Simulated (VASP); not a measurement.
# SrAl2Os (P-6m2) in VASP: notebook

Runs on SrAl2Os. Level: PBE. Tasks: single point, relaxation of cell and atoms.

Everything below comes from runs of VASP 6.6.1. Logs are shortened: lines on timing, memory, paths and dates and some standing lists are left out, and cuts for length are marked.

## Step 1: The cell of the first run

The structure is hexagonal, space group P-6m2 (No. 187). The conventional cell has a = 3.177 Å, b = 3.177 Å, c = 9.272 Å, α = 90.00°, β = 90.00°, γ = 120.00°. Sr (site symmetry -6m2) has 6 Sr at 3.18 Å and 6 Al at 3.38 Å within 4.2 Å. Within 3.4 Å of Al (site symmetry 3m) lie 3 Os at 2.57 Å and 6 Al at 3.18 Å and 3 Sr at 3.38 Å. Os (site symmetry -6m2) has 6 Al at 2.57 Å and 6 Os at 3.18 Å within 3.4 Å.

## Step 2: Single point, PBE

INCAR

```
SYSTEM = SrAl2Os
ALGO     = Normal         ! electronic algorithm
EDIFF    = 1E-6           ! SCF threshold, eV
ENCUT    = 520            ! plane-wave cutoff, eV
GGA      = PE             ! functional
ISIF     = 2              ! what is computed and relaxed
ISMEAR   = 0              ! smearing method
LASPH    = .True.         ! aspherical terms in the spheres
LCHARG   = .True.         ! write CHGCAR
LELF     = .True.         ! ELF
LREAL    = .False.        ! projectors in reciprocal space
LVHAR    = .True.       
LWAVE    = .False.        ! write WAVECAR
NBANDS   = 20             ! bands
NELM     = 100            ! most SCF steps
PREC     = Accurate       ! precision mode
SIGMA    = 0.1            ! smearing width, eV
```

KPOINTS

```
k-points
0
Gamma
  18 18 6
  0 0 0
```

POSCAR

```
SrAl2Os
1.0
    3.1773313325      0.0000000000      0.0000000000
   -1.5886656663      2.7516496502      0.0000000000
    0.0000000000      0.0000000000      9.2716297260
Sr Al Os
1 2 1
Direct
    0.3333333333      0.6666666667      0.5000000000
    0.0000000000      0.0000000000      0.8055947892
    0.0000000000      0.0000000000      0.1944052108
    0.3333333333      0.6666666667      0.0000000000
```

Potentials or basis: VASP PAW PBE potentials, release 64 (Sr_sv, Al, Os).

Command:

```console
cat potpaw_PBE.64/Sr_sv/POTCAR potpaw_PBE.64/Al/POTCAR potpaw_PBE.64/Os/POTCAR > POTCAR
mpirun -np 1 vasp_std > vasp.out
```

OUTCAR:

```text
SYSTEM = SrAl2Os
   EDIFF = 1E-6
   ENCUT = 520
   GGA = PE
   ISIF = 2
   ISMEAR = 0
   LASPH = .True.
   LREAL = .False.
   NELM = 100
   PREC = Accurate

 ion  position               nearest neighbor table
   1  0.333  0.667  0.500-   2 3.38   3 3.38   2 3.38   3 3.38   2 3.38   3 3.38
   2  0.000  0.000  0.806-   4 2.57   4 2.57   4 2.57   1 3.38   1 3.38   1 3.38
   3  0.000  0.000  0.194-   4 2.57   4 2.57   4 2.57   1 3.38   1 3.38   1 3.38
   4  0.333  0.667  0.000-   2 2.57   3 2.57   2 2.57   3 2.57   2 2.57   3 2.57

  LATTYP: Found a hexagonal cell.
 ALAT       =     3.1773313325
 C/A-ratio  =     2.9180556750

  Lattice vectors:

 A1 = (   3.1773313325,   0.0000000000,   0.0000000000)
 A2 = (  -1.5886656663,   2.7516496502,   0.0000000000)
 A3 = (   0.0000000000,   0.0000000000,   9.2716297260)

Analysis of symmetry for initial positions (statically):
=====================================================================
 Subroutine PRICEL returns:
 Original cell was already a primitive cell.

 Routine SETGRP: Setting up the symmetry group for a
 hexagonal supercell.

 Subroutine GETGRP returns: Found 12 space group operations
 (whereof 12 operations were pure point group operations)
 out of a pool of 24 trial point group operations.

The static configuration has the point symmetry D_3h.

Analysis of symmetry for dynamics (positions and initial velocities):
=====================================================================
 Subroutine PRICEL returns:
 Original cell was already a primitive cell.

 Routine SETGRP: Setting up the symmetry group for a
 hexagonal supercell.

 Subroutine GETGRP returns: Found 12 space group operations
 (whereof 12 operations were pure point group operations)
 out of a pool of 24 trial point group operations.

The dynamic configuration has the point symmetry D_3h.

 Subroutine INISYM returns: Found 12 space group operations
 (whereof 12 operations are pure point group operations),
 and found     1 'primitive' translations

----------------------------------------------------------------------------------------

                                     Primitive cell

  volume of cell :      81.0610

  direct lattice vectors                    reciprocal lattice vectors
     3.177331333  0.000000000  0.000000000     0.314729531  0.181709179  0.000000000
    -1.588665666  2.751649650  0.000000000     0.000000000  0.363418359  0.000000000
     0.000000000  0.000000000  9.271629726     0.000000000  0.000000000  0.107855903

  length of vectors
     3.177331333  3.177331333  9.271629726     0.363418359  0.363418359  0.107855903

  position of ions in fractional coordinates (direct lattice)
     0.333333333  0.666666667  0.500000000
     0.000000000  0.000000000  0.805594789
     0.000000000  0.000000000  0.194405211
     0.333333333  0.666666667  0.000000000

  ion indices of the primitive-cell ions
   primitive index   ion index
                 1           1
                 2           2
                 3           3
                 4           4

----------------------------------------------------------------------------------------

 KPOINTS: k-points

Automatic generation of k-mesh.
 Grid dimensions read from file:
 generate k-points for:   18   18    6

 Generating k-lattice:

  Cartesian coordinates                     Fractional coordinates (reciprocal lattice)
     0.017484974  0.010094954  0.000000000     0.055555556  0.000000000  0.000000000
     0.000000000  0.020189909  0.000000000     0.000000000  0.055555556  0.000000000
     0.000000000  0.000000000  0.017975984     0.000000000  0.000000000  0.166666667

  Length of vectors
     0.020189909  0.020189909  0.017975984

  Shift w.r.t. Gamma in fractional coordinates (k-lattice)
     0.000000000  0.000000000  0.000000000

 Subroutine IBZKPT returns following result:
 ===========================================

 Found    148 irreducible k-points:

 Following reciprocal coordinates:
            Coordinates               Weight
  0.000000  0.000000  0.000000      1.000000
  0.055556 -0.000000  0.000000      6.000000
  0.111111 -0.000000  0.000000      6.000000
  0.166667 -0.000000  0.000000      6.000000
  0.222222 -0.000000  0.000000      6.000000
  0.277778 -0.000000  0.000000      6.000000
[... 16 lines left out ...]
  0.333333  0.111111  0.000000     12.000000
  0.388889  0.111111  0.000000     12.000000
 [... further k-points ...]
   k-points           NKPTS =    148   k-points in BZ     NKDIM =    148   number of bands    NBANDS=     20
   number of dos      NEDOS =    301   number of ions     NIONS =      4
   total plane-waves  NPLWV =  40320
   dimension x,y,z NGX =    24 NGY =   24 NGZ =   70
   dimension x,y,z NGXF=    48 NGYF=   48 NGZF=  140
   ions per type =               1   2   1
   NGX,Y,Z   is equivalent  to a cutoff of  12.56, 12.56, 12.55 a.u.
   NGXF,Y,Z  is equivalent  to a cutoff of  25.11, 25.11, 25.10 a.u.
 SYSTEM =  SrAl2Os
   PREC   = accura    normal or accurate (medium, high low for compatibility)
   ISTART =      0    job   : 0-new  1-cont  2-samecut
   ICHARG =      2    charge: 1-file 2-atom 10-const
   ISPIN  =      1    spin polarized calculation?
   LNONCOLLINEAR =      F non collinear calculations
   LSORBIT =      F    spin-orbit coupling
   LASPH  =      T    aspherical Exc in radial PAW
   ENCUT  =  520.0 eV  38.22 Ry    6.18 a.u.   5.91  5.91 17.24*2*pi/ulx,y,z
   NELM   =    100;   NELMIN=  2; NELMDL= -5     # of ELM steps
   EDIFF  = 0.1E-05   stopping-criterion for ELM
   LREAL  =      F    real-space projection
   EDIFFG = 0.1E-04   stopping-criterion for IOM
   NSW    =      0    number of steps for IOM
   IBRION =     -1    ionic relax: 0-MD 1-quasi-New 2-CG
   NFREE  =      0    steps in history (QN), initial steepest desc. (CG)
   ISIF   =      2    stress and relaxation
   ISYM   =      2    0-nonsym 1-usesym 2-fastsym
   POTIM  = 0.5000    time-step for ionic-motion
   TEBEG  =    0.0;   TEEND  =   0.0 temperature during run
   PSTRESS=    0.0 pullay stress
   NELECT =      24.0000    total number of electrons
   NUPDOWN=      -1.0000    fix difference up-down
   EMIN   =  10.00;   EMAX   =-10.00  energy-range for DOS
   EFERMI =   0.00;   METHOD = LEGACY
   ISMEAR =     0;   SIGMA  =   0.10  broadening in eV -4-tet -1-fermi 0-gaus
   EFERMI_NEDOS =   21; number of points for ismear=-14 and -15
   IALGO  =     38    algorithm
   IMIX   =      4    mixing-type and parameters
     AMIX     =   0.40;   BMIX     =  1.00
     AMIX_MAG =   1.60;   BMIX_MAG =  1.00
  volume/ion in A,a.u.               =      20.27       136.76
  Fermi-wavevector in a.u.,A,eV,Ry     =   1.091125  2.061928 16.198480  1.190555
  Thomas-Fermi vector in A             =   2.227364
   LORBIT       =      0    0 simple, 1 ext, 2 COOP (PROOUT), +10 PAW based schemes
   GGA     = PE    functional components
   LHFCALC =     F    Hartree Fock is set to
   AEXX    =    0.0000 exact exchange contribution
   IVDW    =     0    specifies the selected vdW correction
   LEPSILON=     F    determine dielectric tensor
   LRPA    =     F    only Hartree local field effects (RPA)
 non-spin polarized calculation
 Gauss-broadening in eV      SIGMA  =   0.10
  energy-cutoff  :      520.00
  volume of cell :       81.06
 maximum number of plane-waves:      2204
 NGX is ok and might be reduce to    24
   NGX = 11   NGY = 11   NGZ = 35

 number of electron      23.9999999 magnetization

 Free energy of the ion-electron system (eV)
  ---------------------------------------------------
  ext. energy  EPLUGINS =         0.00000000
  ---------------------------------------------------
  free energy    TOTEN  =       -19.43756450 eV

  energy without entropy =      -19.42321601  energy(sigma->0) =      -19.43039025

 E-fermi :   5.8398     XC(G=0): -10.3980

 val. band max:        5.8353449423   @ k =   0.2778   0.2222   0.0000
 cond. band min:       5.8505487657   @ k =   0.3333   0.3333   0.3333
 fundamental gap:      0.0152038234
 Fermi energy:         5.8397884771

 k-point     1 :       0.0000    0.0000    0.0000
  band No.  band energies     occupation
      1     -29.9515      2.00000
      2     -11.9757      2.00000
      3     -11.0423      2.00000
      4     -11.0423      2.00000
      5      -3.4809      2.00000
      6      -1.0193      2.00000
[... 12 lines left out ...]
     19      12.7994      0.00000
     20      13.6327      0.00000

 k-point     2 :       0.0556   -0.0000    0.0000
  band No.  band energies     occupation
      1     -29.9417      2.00000
      2     -11.9633      2.00000
      3     -11.1141      2.00000
      4     -11.0569      2.00000
      5      -3.4094      2.00000
      6      -0.9810      2.00000
[... 12 lines left out ...]
     19      12.6925      0.00000
     20      14.0689      0.00000

 k-point     3 :       0.1111   -0.0000    0.0000
  band No.  band energies     occupation
      1     -29.9133      2.00000
      2     -11.9272      2.00000
      3     -11.3160      2.00000
      4     -11.0987      2.00000
      5      -3.1975      2.00000
      6      -0.8678      2.00000
[... 12 lines left out ...]
     19      12.4180      0.00000
     20      13.5867      0.00000

 k-point     4 :       0.1667   -0.0000    0.0000
  band No.  band energies     occupation
      1     -29.8693      2.00000
      2     -11.8713      2.00000
      3     -11.6128      2.00000
      4     -11.1618      2.00000
      5      -2.8529      2.00000
      6      -0.6847      2.00000
[... 12 lines left out ...]
     19      12.0629      0.00000
     20      12.7905      0.00000

 k-point     5 :       0.2222   -0.0000    0.0000
  band No.  band energies     occupation
      1     -29.8145      2.00000
      2     -11.9588      2.00000
      3     -11.8016      2.00000
      4     -11.2377      2.00000
      5      -2.3885      2.00000
      6      -0.4413      2.00000
[... 12 lines left out ...]
     19      11.6963      0.00000
     20      12.0905      0.00000
[... 353 lines left out ...]
      6      -0.0532      2.00000
[... 12 lines left out ...]
     19      11.0801      0.00000
     20      11.9029      0.00000

 k-point    22 :       0.2778    0.1111    0.0000
  band No.  band energies     occupation
      1     -29.6839      2.00000
      2     -12.6106      2.00000
      3     -11.6347      2.00000
      4     -11.5282      2.00000
      5      -0.9946      2.00000
      6       0.2514      2.00000
[... 12 lines left out ...]
     19      11.0958      0.00000
     20      11.3154      0.00000

 k-point    23 :       0.3333    0.1111    0.0000
  band No.  band energies     occupation
      1     -29.6398      2.00000
      2     -12.8252      2.00000
      3     -11.6063      2.00000
      4     -11.5782      2.00000
      5      -0.3429      2.00000
      6       0.5373      2.00000
[... 12 lines left out ...]
     19      10.4970      0.00000
     20      11.4543      0.00000

 k-point    24 :       0.3889    0.1111    0.0000
  band No.  band energies     occupation
      1     -29.6108      2.00000
      2     -12.9625      2.00000
      3     -11.6566      2.00000
      4     -11.5410      2.00000
      5       0.2058      2.00000
      6       0.7491      2.00000
[... 12 lines left out ...]
     19      10.0605      0.00000
     20      11.5946      0.00000

 [... further k-points ...]
[... 5 lines left out ...]
  --------------------------------------------------------------------------------------
  -------------------------------------------------------------------------------------
  Total        0.0607076      0.0607076     -0.0058555     -0.0000000      0.0000000      0.0000000
  in kB        1.1998923      1.1998923     -0.1157345     -0.0000000      0.0000000      0.0000000
  external PRESSURE =       0.7613500 kB  Pullay stress =       0.0000000 kB

 VOLUME and BASIS-vectors are now :
 -----------------------------------------------------------------------------
  energy-cutoff  :      520.00
  volume of cell :       81.06
      direct lattice vectors                 reciprocal lattice vectors
     3.177331333  0.000000000  0.000000000     0.314729531  0.181709179  0.000000000
    -1.588665666  2.751649650  0.000000000     0.000000000  0.363418359  0.000000000
     0.000000000  0.000000000  9.271629726     0.000000000  0.000000000  0.107855903

 POSITION                                       TOTAL-FORCE (eV/Angst)
 -----------------------------------------------------------------------------------
     -0.00000      1.83443      4.63581         0.000000     -0.000000     -0.000000
      0.00000      0.00000      7.46918        -0.000000      0.000000      0.015872
      0.00000      0.00000      1.80245        -0.000000      0.000000     -0.015872
     -0.00000      1.83443      0.00000        -0.000000      0.000000     -0.000000
 -----------------------------------------------------------------------------------
    total drift:                               -0.000000      0.000000     -0.000000

  FREE ENERGIE OF THE ION-ELECTRON SYSTEM (eV)
  ---------------------------------------------------
  free  energy   TOTEN  =       -19.4375644963 eV

  energy  without entropy=      -19.4232160070  energy(sigma->0) =      -19.43039025
```

It took 78 s on 1 thread of Intel Xeon 6975P-C (Granite Rapids), shared host; peak memory 0.39 GiB.

Results:

```yaml
Free_energy: -19.4376 eV
Pressure: 0.1 GPa
Largest_force: 0.016 eV/Å
Band_gap_on_the_k_mesh: zero (band 12 reaches 6.48 eV, above the bottom of band 13 at 4.99 eV)
```

Forces in eV/Å, atoms in the order of the input:
```
Sr   0.000  0.000  0.000
Al   0.000  0.000  0.016
Al   0.000  0.000 -0.016
Os   0.000  0.000  0.000
```

Levels at points of the mesh, in eV from the Fermi level:
| k point | band 8 | band 9 | band 10 | band 11 | band 12 | band 13 | band 14 | band 15 | band 16 | band 17 |
| --- | --- | --- | --- | --- | --- | --- | --- | --- | --- | --- |
| (0.00, 0.00, 0.00) | -2.52 | -2.03 | -2.03 | -0.76 | -0.76 | -0.18 | -0.06 | 3.54 | 3.54 | 6.04 |
| (0.50, 0.00, 0.00) | -3.12 | -2.15 | -1.60 | -1.56 | -1.05 | 0.71 | 0.79 | 1.42 | 2.94 | 3.94 |
| (0.00, 0.00, 0.50) | -2.50 | -2.03 | -2.03 | -1.07 | -0.76 | -0.76 | 0.47 | 3.54 | 3.54 | 6.48 |
| (0.50, 0.00, 0.50) | -3.11 | -2.66 | -1.55 | -0.91 | -0.64 | 0.03 | 0.79 | 1.58 | 3.24 | 3.66 |

Caveat: spin-orbit coupling is left out, which moves the levels of the heavy elements.

## Step 3: Relaxation of cell and atoms, PBE

This run uses another cell than the first one, of 20.86 Å³/atom, 1.029 times its volume.

INCAR

```
SYSTEM = SrAl2Os
  PREC = Accurate
  ENCUT = 600
  EDIFF = 1E-6
  ISMEAR = 0
  SIGMA = 0.1
  LREAL = .False.
  LASPH = .True.
  NELM = 100
  ALGO = Normal
  ISIF = 3
  LWAVE = .False.
  LCHARG = .False.
  GGA = PE
  IBRION = 2
  NSW = 100
  EDIFFG = -0.01
```

KPOINTS

```
Automatic mesh
0
Gamma
  18 18 6
  0 0 0
```

POSCAR

```
SrAl2Os
1.0
    3.2676704728      0.0000000000      0.0000000000
   -1.6338352364      2.8298856407      0.0000000000
    0.0000000000      0.0000000000      9.0241127469
Sr Al Os
1 2 1
Direct
    0.3333333333      0.6666666667      0.5000000000
    0.0000000000      0.0000000000      0.8099305650
    0.0000000000      0.0000000000      0.1900694350
    0.3333333333      0.6666666667      0.0000000000
```

Potentials or basis: VASP PAW PBE potentials, release 64 (Sr_sv, Al, Os).

Command:

```console
cat potpaw_PBE.64/Sr_sv/POTCAR potpaw_PBE.64/Al/POTCAR potpaw_PBE.64/Os/POTCAR > POTCAR
mpirun -np 1 vasp_std > vasp.out
```

Wall time 15 min (1 thread of Intel Xeon 6975P-C (Granite Rapids), shared host); peak memory 0.49 GiB.

Results (log left out):

```
Free energy                            : -19.4383 eV
Relaxed volume                         : 20.37 Å³/atom
Relaxed cell                           : a = 3.188 Å, b = 3.188 Å, c = 9.255 Å, α = 90.00°, β = 90.00°, γ = 120.00°
Space group after relaxing (to 0.05 Å) : P-6m2 (No. 187)
Energy gained by relaxing              : 4.8 meV/atom
Ionic steps                            : 17
Pressure after relaxing                : 0.0 GPa
Largest force after relaxing           : 0.004 eV/Å
Band gap on the k mesh                 : zero (band 12 reaches 6.41 eV, above the bottom of band 13 at 4.93 eV)
```

Forces in eV/Å, atoms in the order of the input:
```
Sr   0.000  0.000  0.000
Al   0.000  0.000  0.004
Al   0.000  0.000 -0.004
Os   0.000  0.000  0.000
```

Step by step:
```
step  energy change (eV)  largest force (eV/Å)  pressure (GPa)  volume (Å³)
   1              0.0000                0.1559            0.31        83.45
   2             -0.0048                0.0345           -0.64        83.94
   3             -0.0050                0.0056           -0.81        84.05
   4             -0.0091                0.0111           -0.72        83.62
   5             -0.0173                0.0187           -0.37        82.34
   6             -0.0059                0.0523            0.51        79.75
   7             -0.0186                0.0157           -0.26        81.86
   8             -0.0188                0.0128           -0.16        81.57
   9             -0.0188                0.0134           -0.16        81.62
  10             -0.0187                0.0144           -0.21        81.74
  11             -0.0188                0.0139           -0.19        81.67
  12             -0.0189                0.0387            0.10        81.46
  13             -0.0189                0.0303            0.01        81.52
  14             -0.0189                0.0293            0.00        81.53
  15             -0.0190                0.0202           -0.06        81.52
  16             -0.0190                0.0145           -0.07        81.46
  17             -0.0190                0.0045           -0.02        81.48
```

Final structure:
```xyz
4
Lattice="3.1884 0.0000 0.0000 -1.5942 2.7613 0.0000 0.0000 0.0000 9.2551" Properties=species:S:1:pos:R:3 pbc="T T T"
Sr    0.0000    1.8408    4.6275
Al    0.0000    0.0000    7.4604
Al   -1.5942    2.7613    1.7946
Os    0.0000    1.8408    0.0000
```

Levels at points of the mesh, in eV from the Fermi level:
| k point | band 9 | band 10 | band 11 | band 12 | band 13 | band 14 | band 15 | band 16 |
| --- | --- | --- | --- | --- | --- | --- | --- | --- |
| (0.00, 0.00, 0.00) | -2.03 | -2.03 | -0.78 | -0.78 | -0.13 | -0.03 | 3.53 | 3.53 |
| (0.50, 0.00, 0.00) | -2.12 | -1.57 | -1.57 | -1.03 | 0.71 | 0.76 | 1.44 | 2.89 |
| (0.00, 0.00, 0.50) | -2.03 | -2.03 | -1.03 | -0.78 | -0.78 | 0.52 | 3.53 | 3.53 |
| (0.50, 0.00, 0.50) | -2.64 | -1.57 | -0.89 | -0.62 | 0.04 | 0.76 | 1.59 | 3.19 |

Caveat: spin-orbit coupling is left out, which moves the levels of the heavy elements.

[end of part 1 of 2]
